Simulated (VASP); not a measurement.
# H10CO5 in VASP: further runs

Runs on H10CO5. Level: PBE+D3(BJ). Tasks: single point.

All numbers are computed with VASP 6.6.1; they aren't measurements. Logs are shortened: lines on timing, memory, paths and dates and some standing lists are left out, and cuts for length are marked.

## Step 1: The cell of the first run

The cell holds an amorphous packing of atoms, 16 atoms: a = 6.174 Å, b = 6.174 Å, c = 6.174 Å, α = 90.00°, β = 90.00°, γ = 90.00°.

## Step 2: Single point, PBE+D3(BJ)

INCAR reads:

```
SYSTEM = H10CO5
ALGO     = Normal         ! electronic algorithm
EDIFF    = 1E-6           ! SCF threshold, eV
ENCUT    = 520            ! plane-wave cutoff, eV
GGA      = PE             ! functional
ISIF     = 2              ! what is computed and relaxed
ISMEAR   = -1             ! smearing method
IVDW     = 12             ! dispersion correction
LASPH    = .TRUE.         ! aspherical terms in the spheres
LCHARG   = .TRUE.         ! write CHGCAR
LELF     = .TRUE.         ! ELF
LREAL    = Auto         
LVHAR    = .TRUE.       
LWAVE    = .FALSE.        ! write WAVECAR
NBANDS   = 36             ! bands
NELM     = 100            ! most SCF steps
PREC     = Accurate       ! precision mode
SIGMA    = 0.05           ! smearing width, eV
```

KPOINTS reads:

```
k-points
0
G
  1 1 1
  0 0 0
```

POSCAR reads:

```
H10CO5
1.0
    6.1736310000      0.0000000000      0.0000000000
    0.0000000000      6.1736310000      0.0000000000
    0.0000000000      0.0000000000      6.1736310000
O H C
5 10 1
Direct
    0.3024962133      0.9634686621      0.9683280390
    0.1757636632      0.3782700975      0.1151186393
    0.1763305905      0.0636092439      0.5296234906
    0.4890638912      0.7365681558      0.4567490347
    0.8876299863      0.7393056048      1.0485077582
    0.1717627762      0.8935098324      0.8884722783
    0.3096232995      1.1336440419      0.9898550788
    0.2463218161      0.5116437960      0.1571036559
    0.1920263780      0.2947050123      0.2532869230
    0.2138611783      0.1618010535      0.6429279625
    0.2633458333     -0.0684038291      0.5483806855
    0.5338997423      0.7334905504      0.3144664785
    0.5025891570      0.8824952447      0.4704200818
    0.6999284538      0.5437804754      0.8490951273
    0.5573057411      0.7744065040      1.0063283666
    0.7178109608      0.6823699052      0.9732522077
```

Potentials or basis: VASP PAW PBE potentials, release 64 (O, H, C).

Launch:

```console
$ cat potpaw_PBE.64/O/POTCAR potpaw_PBE.64/H/POTCAR potpaw_PBE.64/C/POTCAR > POTCAR
$ mpirun -np 1 vasp_gam > vasp.out
```

OUTCAR:

```text
SYSTEM = H10CO5
   EDIFF = 1E-6
   ENCUT = 520
   GGA = PE
   ISIF = 2
   ISMEAR = -1
   IVDW = 12
   LASPH = .TRUE.
   LREAL = Auto
   NELM = 100
   PREC = Accurate
 IVDW          = 12

 ion  position               nearest neighbor table
   1  0.302  0.963  0.968-   6 1.04   7 1.06
   2  0.176  0.378  0.115-   8 0.97   9 1.00
   3  0.176  0.064  0.530-  10 0.95  11 0.98
   4  0.489  0.737  0.457-  13 0.91  12 0.92
   5  0.888  0.739  0.049-  16 1.20
   6  0.172  0.894  0.888-   1 1.04
   7  0.310  0.134  0.990-   1 1.06
   8  0.246  0.512  0.157-   2 0.97
   9  0.192  0.295  0.253-   2 1.00
  10  0.214  0.162  0.643-   3 0.95
  11  0.263  0.932  0.548-   3 0.98
  12  0.534  0.733  0.314-   4 0.92
  13  0.503  0.882  0.470-   4 0.91
  14  0.700  0.544  0.849-  16 1.15
  15  0.557  0.774  0.006-  16 1.16
  16  0.718  0.682  0.973-  14 1.15  15 1.16   5 1.20

  LATTYP: Found a simple cubic cell.
 ALAT       =     6.1736310000

  Lattice vectors:

 A1 = (   6.1736310000,   0.0000000000,   0.0000000000)
 A2 = (   0.0000000000,   6.1736310000,   0.0000000000)
 A3 = (   0.0000000000,   0.0000000000,   6.1736310000)

Analysis of symmetry for initial positions (statically):
=====================================================================
 Subroutine PRICEL returns:
 Original cell was already a primitive cell.

 Routine SETGRP: Setting up the symmetry group for a
 simple cubic supercell.

 Subroutine GETGRP returns: Found  1 space group operations
 (whereof  1 operations were pure point group operations)
 out of a pool of 48 trial point group operations.

The static configuration has the point symmetry C_1 .

Analysis of symmetry for dynamics (positions and initial velocities):
=====================================================================
 Subroutine PRICEL returns:
 Original cell was already a primitive cell.

 Routine SETGRP: Setting up the symmetry group for a
 simple cubic supercell.

 Subroutine GETGRP returns: Found  1 space group operations
 (whereof  1 operations were pure point group operations)
 out of a pool of 48 trial point group operations.

The dynamic configuration has the point symmetry C_1 .

 Subroutine INISYM returns: Found  1 space group operations
 (whereof  1 operations are pure point group operations),
 and found     1 'primitive' translations

----------------------------------------------------------------------------------------

                                     Primitive cell

  volume of cell :     235.3000

  direct lattice vectors                    reciprocal lattice vectors
     6.173631000  0.000000000  0.000000000     0.161979231  0.000000000  0.000000000
     0.000000000  6.173631000  0.000000000     0.000000000  0.161979231  0.000000000
     0.000000000  0.000000000  6.173631000     0.000000000  0.000000000  0.161979231

  length of vectors
     6.173631000  6.173631000  6.173631000     0.161979231  0.161979231  0.161979231

  position of ions in fractional coordinates (direct lattice)
     0.302496213  0.963468662  0.968328039
     0.175763663  0.378270097  0.115118639
     0.176330591  0.063609244  0.529623491
     0.489063891  0.736568156  0.456749035
     0.887629986  0.739305605  0.048507758
     0.171762776  0.893509832  0.888472278
[... 8 lines left out ...]
     0.557305741  0.774406504  0.006328367
     0.717810961  0.682369905  0.973252208

  ion indices of the primitive-cell ions
   primitive index   ion index
                 1           1
                 2           2
                 3           3
                 4           4
                 5           5
                 6           6
[... 8 lines left out ...]
                15          15
                16          16

----------------------------------------------------------------------------------------

 KPOINTS: k-points

Automatic generation of k-mesh.
 Grid dimensions read from file:
 generate k-points for:    1    1    1

 Generating k-lattice:

  Cartesian coordinates                     Fractional coordinates (reciprocal lattice)
     0.161979231  0.000000000  0.000000000     1.000000000  0.000000000  0.000000000
     0.000000000  0.161979231  0.000000000     0.000000000  1.000000000  0.000000000
     0.000000000  0.000000000  0.161979231     0.000000000  0.000000000  1.000000000

  Length of vectors
     0.161979231  0.161979231  0.161979231

  Shift w.r.t. Gamma in fractional coordinates (k-lattice)
     0.000000000  0.000000000  0.000000000

 Subroutine IBZKPT returns following result:
 ===========================================

 Found      1 irreducible k-points:

 Following reciprocal coordinates:
            Coordinates               Weight
  0.000000  0.000000  0.000000      1.000000
   k-points           NKPTS =      1   k-points in BZ     NKDIM =      1   number of bands    NBANDS=     36
   number of dos      NEDOS =    301   number of ions     NIONS =     16
   total plane-waves  NPLWV = 110592
   dimension x,y,z NGX =    48 NGY =   48 NGZ =   48
   dimension x,y,z NGXF=    96 NGYF=   96 NGZF=   96
   ions per type =               5  10   1
   NGX,Y,Z   is equivalent  to a cutoff of  12.93, 12.93, 12.93 a.u.
   NGXF,Y,Z  is equivalent  to a cutoff of  25.85, 25.85, 25.85 a.u.
 SYSTEM =  H10CO5
   PREC   = accura    normal or accurate (medium, high low for compatibility)
   ISTART =      0    job   : 0-new  1-cont  2-samecut
   ICHARG =      2    charge: 1-file 2-atom 10-const
   ISPIN  =      1    spin polarized calculation?
   LNONCOLLINEAR =      F non collinear calculations
   LSORBIT =      F    spin-orbit coupling
   LASPH  =      T    aspherical Exc in radial PAW
   ENCUT  =  520.0 eV  38.22 Ry    6.18 a.u.  11.48 11.48 11.48*2*pi/ulx,y,z
   NELM   =    100;   NELMIN=  2; NELMDL= -5     # of ELM steps
   EDIFF  = 0.1E-05   stopping-criterion for ELM
   LREAL  =      T    real-space projection
   EDIFFG = 0.1E-04   stopping-criterion for IOM
   NSW    =      0    number of steps for IOM
[... 5 lines left out ...]
   TEBEG  =    0.0;   TEEND  =   0.0 temperature during run
   PSTRESS=    0.0 pullay stress
   NELECT =      44.0000    total number of electrons
   NUPDOWN=      -1.0000    fix difference up-down
   EMIN   =  10.00;   EMAX   =-10.00  energy-range for DOS
   EFERMI =   0.00;   METHOD = LEGACY
   ISMEAR =    -1;   SIGMA  =   0.05  broadening in eV -4-tet -1-fermi 0-gaus
   EFERMI_NEDOS =   21; number of points for ismear=-14 and -15
   IALGO  =     38    algorithm
   IMIX   =      4    mixing-type and parameters
     AMIX     =   0.40;   BMIX     =  1.00
     AMIX_MAG =   1.60;   BMIX_MAG =  1.00
  volume/ion in A,a.u.               =      14.71        99.24
  Fermi-wavevector in a.u.,A,eV,Ry     =   0.936164  1.769093 11.924175  0.876402
  Thomas-Fermi vector in A             =   2.063145
   LORBIT       =      0    0 simple, 1 ext, 2 COOP (PROOUT), +10 PAW based schemes
   GGA     = PE    functional components
   LHFCALC =     F    Hartree Fock is set to
   AEXX    =    0.0000 exact exchange contribution
   IVDW    =    12    specifies the selected vdW correction
   LEPSILON=     F    determine dielectric tensor
   LRPA    =     F    only Hartree local field effects (RPA)
 non-spin polarized calculation
  energy-cutoff  :      520.00
  volume of cell :      235.30
 maximum number of plane-waves:      3178
 NGX is ok and might be reduce to    48
   NGX = 23   NGY = 23   NGZ = 23

 number of electron      44.0000019 magnetization

 Free energy of the ion-electron system (eV)
  ---------------------------------------------------
  ext. energy  EPLUGINS =         0.00000000
  ---------------------------------------------------
  free energy    TOTEN  =       -78.86513155 eV

  energy without entropy =      -78.86513155  energy(sigma->0) =      -78.86513155

 E-fermi :  -2.3181     XC(G=0):  -5.5989

 val. band max:       -3.5900958769   @ k =   0.0000   0.0000   0.0000
 cond. band min:      -0.1739053312   @ k =   0.0000   0.0000   0.0000
 fundamental gap:      3.4161905458
 Fermi energy:        -2.3181184919

 k-point     1 :       0.0000    0.0000    0.0000
  band No.  band energies     occupation
      1     -24.5072      2.00000
      2     -24.4245      2.00000
      3     -23.1149      2.00000
      4     -22.9859      2.00000
      5     -21.7090      2.00000
      6     -12.8877      2.00000
[... 26 lines left out ...]
     33       6.0056      0.00000
     34       6.4495      0.00000
 [bands above 34 left out]

------------------------ aborting loop because EDIFF is reached ----------------------------------------

 Edisp (eV)   -0.42360

 E8    (eV) :    -0.0903

  FORCE on cell =-STRESS in cart. coord.  units (eV):
  Direction    XX          YY          ZZ          XY          YZ          ZX
  --------------------------------------------------------------------------------------
  -------------------------------------------------------------------------------------
  Total       0.39928    -0.35214     2.29082    -1.09692     0.47013    -1.39459
  in kB       2.71872    -2.39776    15.59838    -7.46903     3.20113    -9.49588
  external pressure =        5.31 kB  Pullay stress =        0.00 kB

 VOLUME and BASIS-vectors are now :
 -----------------------------------------------------------------------------
  energy-cutoff  :      520.00
  volume of cell :      235.30
      direct lattice vectors                 reciprocal lattice vectors
     6.173631000  0.000000000  0.000000000     0.161979231  0.000000000  0.000000000
     0.000000000  6.173631000  0.000000000     0.000000000  0.161979231  0.000000000
     0.000000000  0.000000000  6.173631000     0.000000000  0.000000000  0.161979231

 POSITION                                       TOTAL-FORCE (eV/Angst)
 -----------------------------------------------------------------------------------
      1.86750      5.94810      5.97810        -0.344213      0.628874     -0.598289
      1.08510      2.33530      0.71070         0.570985     -0.964100      1.101569
      1.08860      0.39270      3.26970        -0.345051     -0.220186     -1.106152
      3.01930      4.54730      2.81980        -1.021271     -3.310663      2.133180
      5.47990      4.56420      0.29947         1.303610      0.524500      0.533142
      1.06040      5.51620      5.48510         1.540048      1.894900      1.495849
[... 8 lines left out ...]
      3.44060      4.78090      0.03907         0.705749     -0.511280     -0.056651
      4.43150      4.21270      6.00850        -2.250563     -0.607253     -1.402937
 -----------------------------------------------------------------------------------
    total drift:                               -0.006145     -0.013479     -0.014058

  FREE ENERGIE OF THE ION-ELECTRON SYSTEM (eV)
  ---------------------------------------------------
  free  energy   TOTEN  =       -79.2887313713 eV

  energy  without entropy=      -79.2887313713  energy(sigma->0) =      -79.28873137
```

Wall time 24 s (1 thread of Intel Xeon 6975P-C, shared host); peak memory 0.31 GiB.

What came out:

```
Free energy                : -79.2887 eV
Pressure                   : 0.5 GPa
Largest force              : 4.452 eV/Å
Band gap on the k mesh     : 3.42 eV
Dispersion energy per atom : -0.026 eV
```

Forces on the atoms (eV/Å):
```
O   -0.344  0.629 -0.598
O    0.571 -0.964  1.102
O   -0.345 -0.220 -1.106
O   -1.021 -3.311  2.133
O    1.304  0.524  0.533
H    1.540  1.895  1.496
H   -1.267 -2.517 -0.549
H   -0.068  0.627 -0.224
H   -0.434 -0.020 -0.697
H    0.277  0.304  0.803
H   -0.543  0.323  0.027
H    0.922 -0.991 -3.293
H    0.608  4.248  1.186
H    0.347  0.591  0.648
H    0.706 -0.511 -0.057
C   -2.251 -0.607 -1.403
```

Caveat: the k points lie up to 1.02 Å⁻¹ apart.

## Step 3: Single point, PBE+D3(BJ)

INCAR reads:

```
SYSTEM = H10CO5
ALGO = Normal ; EDIFF = 1E-6
ENCUT = 520 ; GGA = PE
ISIF = 2 ; ISMEAR = -1
IVDW = 12 ; LASPH = .TRUE.
LCHARG = .TRUE. ; LELF = .TRUE.
LREAL = Auto ; LVHAR = .TRUE.
LWAVE = .FALSE. ; NBANDS = 36
NELM = 80 ; PREC = Accurate
SIGMA = 0.05
```

KPOINTS is that of step 2.

POSCAR reads:

```
H10CO5
1.0
    6.1736310000      0.0000000000      0.0000000000
    0.0000000000      6.1736310000      0.0000000000
    0.0000000000      0.0000000000      6.1736310000
O H C
5 10 1
Direct
    0.3126037173      0.8723877407      0.9795370018
    0.2140555534      0.4261349601      0.1465750059
    0.1868430426      0.1581565209      0.5340455236
    0.4714567489      0.6675488056      0.4618513805
    0.8053445371      0.7462869096      1.0708932879
    0.2516995266      0.9653638191      0.8673501866
    0.4062925044      0.9606016297      1.0694516728
    0.0689707564      0.4755548234      0.2000767458
    0.3294819532      0.5136361405      0.1710338697
    0.2743604210      0.1508512576      0.6644064085
    0.2730483892      0.1663688679      0.4182627695
    0.6248024866      0.6477387456      0.3978695844
    0.4165295917      0.5373337020      0.5064766585
    0.6809768838      0.6635641165      0.7881585407
    0.6552221861      0.4873145156      0.9913290898
    0.7159643976      0.6336141567      0.9546083982
```

Potentials or basis: VASP PAW PBE potentials, release 64 (O, H, C).

Launch:

```console
$ cat potpaw_PBE.64/O/POTCAR potpaw_PBE.64/H/POTCAR potpaw_PBE.64/C/POTCAR > POTCAR
$ mpirun -np 1 vasp_gam > vasp.out
```

Wall time 28 s (1 thread of Intel Xeon 6975P-C, shared host); peak memory 0.31 GiB.

It converged, with:

```yaml
Free_energy: -78.5216 eV
Pressure: 5.3 GPa
Largest_force: 8.204 eV/Å
Band_gap_on_the_k_mesh: 3.91 eV
Dispersion_energy_per_atom: -0.027 eV
```

Forces on the atoms (eV/Å):
```
O    0.094 -0.095 -0.211
O   -4.254 -3.639 -0.838
O   -3.438 -0.155  4.616
O    3.395  3.232 -2.061
O    3.802  4.857  5.409
H    0.010 -0.262  0.391
H   -0.098  0.251 -0.057
H    2.034  0.242 -0.321
H    2.167  3.225  1.037
H    0.214  0.171 -0.361
H    3.128  0.275 -4.254
H   -2.144  0.072  0.976
H   -1.084 -3.202  0.981
H    0.043  0.992 -1.725
H   -1.547 -4.310  1.725
C   -2.322 -1.654 -5.307
```

Stress tensor (GPa, compression positive):
```
1.83 5.38 1.34
5.38 8.15 0.74
1.34 0.74 6.01
```

Levels at points of the mesh, in eV from the valence-band top:
| k point | band 19 | band 20 | band 21 | band 22 | band 23 | band 24 | band 25 | band 26 |
| --- | --- | --- | --- | --- | --- | --- | --- | --- |
| (0.00, 0.00, 0.00) | -1.12 | -0.82 | -0.56 | 0.00 | 3.91 | 4.05 | 6.53 | 7.46 |

Caveat: the k points lie up to 1.02 Å⁻¹ apart.

## Step 4: Single point, PBE+D3(BJ)

INCAR reads:

```
PREC = Accurate ; ENCUT = 520
EDIFF = 1E-7 ; ISMEAR = -1
SIGMA = 0.05 ; LREAL = Auto
LASPH = T ; NELM = 80
ALGO = Normal ; ISIF = 2
LWAVE = F ; LCHARG = F
GGA = PE ; IVDW = 12
NBANDS = 36
```

KPOINTS reads:

```
regular mesh
0
Gamma
  1 1 1
```

POSCAR reads:

```
H10CO5
1.0
    6.1736310000      0.0000000000      0.0000000000
    0.0000000000      6.1736310000      0.0000000000
    0.0000000000      0.0000000000      6.1736310000
O H C
5 10 1
Direct
    0.3580226936      0.8101229244      0.9590790250
    0.2356473848      0.3361554975      0.1299397389
    0.1494582362      0.1292108323      0.5832710118
    0.4988312389      0.6096736264      0.4970818632
    0.7532034228      0.6056889374      1.1347778965
    0.2371375937      0.8447540839      0.8657951860
    0.3474454498      0.9193779155      1.0513747906
    0.3416465934      0.4484233023      0.1173701506
    0.1042174370      0.4043487536      0.1865838758
    0.1975174739      0.1701915777      0.7375400311
    0.2935225639      0.1524062582      0.5080640550
    0.6382467627      0.6739469852      0.4742427916
    0.4191374574      0.7319841435      0.4274145960
    0.7795574436      0.6517072368      0.8047776098
    0.6011535189      0.4355621513      0.9001995746
    0.7226055461      0.5672350680      0.9368878704
```

Launch:

```console
$ cat potpaw_PBE.64/O/POTCAR potpaw_PBE.64/H/POTCAR potpaw_PBE.64/C/POTCAR > POTCAR
$ mpirun -np 1 vasp_gam > vasp.out
```

Run time: 30 s. Hardware: 1 thread of Intel Xeon 6975P-C, shared host; peak memory 0.31 GiB.

Results (log left out):

```yaml
Free_energy: -79.4001 eV
Pressure: 0.4 GPa
Largest_force: 6.277 eV/Å
Band_gap_on_the_k_mesh: 3.40 eV
Dispersion_energy_per_atom: -0.027 eV
```

Forces in eV/Å, atoms in the order of the input:
```
O    0.085 -4.019 -3.552
O   -0.807 -0.950 -0.036
O    2.329  0.499  1.581
O   -1.081  1.284 -0.381
O    0.667 -0.119 -2.660
H   -0.217 -0.394 -0.752
H    0.016  4.622  4.247
H    0.399  0.814  0.080
H    0.358 -0.055 -0.102
H   -0.873 -0.293 -1.718
H   -1.536 -0.042  0.297
H    1.206 -0.335 -0.104
H   -0.297 -1.009  0.561
H    1.429  1.658 -1.910
H    0.601  0.194 -0.311
C   -2.279 -1.855  4.759
```

Stress tensor (GPa, compression positive):
```
-0.05  0.60 -0.94
 0.60  1.78  0.83
-0.94  0.83 -0.60
```

Levels at points of the mesh, in eV from the valence-band top:
| k point | band 19 | band 20 | band 21 | band 22 | band 23 | band 24 | band 25 | band 26 |
| --- | --- | --- | --- | --- | --- | --- | --- | --- |
| (0.00, 0.00, 0.00) | -1.22 | -0.93 | -0.77 | 0.00 | 3.40 | 3.87 | 6.83 | 7.14 |

Caveat: the k points lie up to 1.02 Å⁻¹ apart.

## Step 5: Single point, PBE+D3(BJ)

INCAR reads:

```
SYSTEM = H10CO5
PREC = Accurate
ENCUT = 520
EDIFF = 1E-6
ISMEAR = -1
SIGMA = 0.05
LREAL = Auto
LASPH = .True.
NELM = 80
ALGO = Normal
ISIF = 2
LWAVE = .False.
LCHARG = .True.
GGA = PE
IVDW = 12
LELF = .True.
LVHAR = .True.
NBANDS = 36
```

KPOINTS reads:

```
regular mesh
0
Gamma
  1 1 1
  0 0 0
```

POSCAR reads:

```
H10CO5
1.0
    6.1736310000      0.0000000000      0.0000000000
    0.0000000000      6.1736310000      0.0000000000
    0.0000000000      0.0000000000      6.1736310000
O H C
5 10 1
Direct
    0.3790152019      0.8018781816      0.9502511569
    0.2241792553      0.3189209073      0.1518231329
    0.1611045429      0.1998337769      0.5667653282
    0.4827952950      0.6652648984      0.4784380537
    0.8273089208      0.5275825523      1.1014263729
    0.3968977090      0.9428649040      0.8586357040
    0.4854355565      0.8222875646      1.0553108859
    0.2891491247      0.4494599693      0.0788190937
    0.1257768726      0.2467429621      0.0655529947
    0.0498734051      0.2233369633      0.6679537536
    0.2226566505      0.3093803306      0.4758139902
    0.5980273197      0.6565342179      0.3840527560
    0.4191698532      0.5350659928      0.4490388233
    0.7147333555      0.4952838937      0.7804645273
    0.5220590605      0.4182789674      1.0015661772
    0.6950366810      0.4652529443      0.9600509004
```

Launch:

```console
$ cat potpaw_PBE.64/O/POTCAR potpaw_PBE.64/H/POTCAR potpaw_PBE.64/C/POTCAR > POTCAR
$ mpirun -np 1 vasp_gam > vasp.out
```

It took 29 s on 1 thread of Intel Xeon 6975P-C, shared host; peak memory 0.31 GiB.

The run converged. Its results:

* Free energy: -78.7347 eV
* Pressure: 1.3 GPa
* Largest force: 4.366 eV/Å
* Band gap on the k mesh: 3.24 eV
* Dispersion energy per atom: -0.027 eV

Forces on the atoms (eV/Å):
```
O   -1.105  2.047 -2.863
O    3.214  2.467  1.628
O    1.459 -2.461 -0.002
O   -0.481  2.815  2.100
O   -1.652 -1.053 -1.676
H   -0.539 -2.349  1.006
H    1.495  0.366  1.927
H   -1.575 -1.133  0.228
H   -1.696 -0.925 -1.692
H   -0.884  1.302  0.408
H   -0.965  0.675 -0.219
H    2.917  0.219 -1.857
H   -2.039 -3.091 -0.344
H    0.526 -0.442  0.415
H    1.163 -0.407 -0.053
C    0.163  1.970  0.995
```

Stress tensor (GPa, compression positive):
```
 2.94  0.21 -0.70
 0.21  0.11  1.40
-0.70  1.40  1.00
```

Levels at points of the mesh, in eV from the valence-band top:
```
           k point  band 19  band 20  band 21  band 22  band 23  band 24  band 25  band 26
(0.00, 0.00, 0.00)    -1.01    -0.59    -0.39     0.00     3.24     4.30     7.26     7.49
```

Caveat: the k points lie up to 1.02 Å⁻¹ apart.
